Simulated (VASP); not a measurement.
Input of a VASP 6.6.1 run:

The input INCAR:

```
ALGO     = Normal         # electronic algorithm
EDIFF    = 1E-6           # SCF threshold, eV
ENCUT    = 600            # plane-wave cutoff, eV
GGA      = PE             # functional
GGA_COMPAT= False        
ISIF     = 2              # what is computed and relaxed
ISMEAR   = 1              # smearing method
LASPH    = True           # aspherical terms in the spheres
LCHARG   = False          # write CHGCAR
LREAL    = False          # projectors in reciprocal space
LWAVE    = False          # write WAVECAR
NBANDS   = 11             # bands
NELM     = 120            # most SCF steps
PREC     = Accurate       # precision mode
SIGMA    = 0.15           # smearing width, eV
```

Contents of KPOINTS:

```
k-points
0
Gamma
  8 8 8
```

Contents of POSCAR:

```
MgO
1.0
    0.0000000000      2.1462000000      2.1462000000
    2.1462000000      0.0000000000      2.1462000000
    2.1462000000      2.1462000000      0.0000000000
Mg O
1 1
Direct
    0.0000000000      0.0000000000      0.0000000000
    0.5000000000      0.5000000000      0.5000000000
```

Potentials or basis: VASP PAW PBE potentials, release 64 (Mg, O).

Launch:

```console
$ cat potpaw_PBE.64/Mg/POTCAR potpaw_PBE.64/O/POTCAR > POTCAR
$ mpirun -np 1 vasp_std > vasp.out
```

Q: Estimate the pressure.

A: -4.8 GPa.

Q: What does it give for the band gap on the k mesh?

A: 4.19 eV, direct.
